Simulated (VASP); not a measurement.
A run of VASP 6.6.1 is set up as follows.

File POSCAR:

```
AlCu
1.0
    2.9975090000     -0.0599501800      0.0000000000
   -0.0599501800      2.9975090000      0.0000000000
    0.0000000000      0.0000000000      2.9975090000
Al Cu
1 1
Direct
    0.0000000000      0.0000000000      0.0000000000
    0.5000000000      0.5000000000      0.5000000000
```

The input INCAR.step1:

```
ALGO = Normal
EDIFF = 1E-4
ENCUT = 520
GGA = PE
ISMEAR = 0
LASPH = True
LCHARG = False
LREAL = False
LWAVE = True
NBANDS = 14
NELM = 100
PREC = Accurate
SIGMA = 0.15
```

Contents of INCAR.step2:

```
ALGO = Normal
EDIFF = 1E-6
ENCUT = 520
ISIF = 2
ISMEAR = 0
ISTART = 1
LASPH = True
LCHARG = False
LMIXTAU = True
LREAL = False
LWAVE = False
METAGGA = R2SCAN
NBANDS = 14
NELM = 100
PREC = Accurate
SIGMA = 0.15
```

The input KPOINTS:

```
k-points
0
Gamma
  16 16 16
```

Potentials or basis: VASP PAW PBE potentials, release 64 (Al, Cu).

Command:

```bash
$ cat potpaw_PBE.64/Al/POTCAR potpaw_PBE.64/Cu/POTCAR > POTCAR
$ cp INCAR.step1 INCAR
$ mpirun -np 1 vasp_std > vasp.out
$ cp INCAR.step2 INCAR
$ mpirun -np 1 vasp_std > vasp.out
```

(1) What does it give for the band gap on the k mesh?

(2) What does it give for the pressure?

## Answers

(1) zero (band 7 reaches 12.97 eV, above the bottom of band 8 at 8.08 eV).

(2) -4.6 GPa.

Caveat: the cell differs from its parent crystal (strain -0.0400 x Voigt [0, 0, 0, 0, 0, 1]); the PAW data sets were made with another functional, which shifts forces and pressure a little.
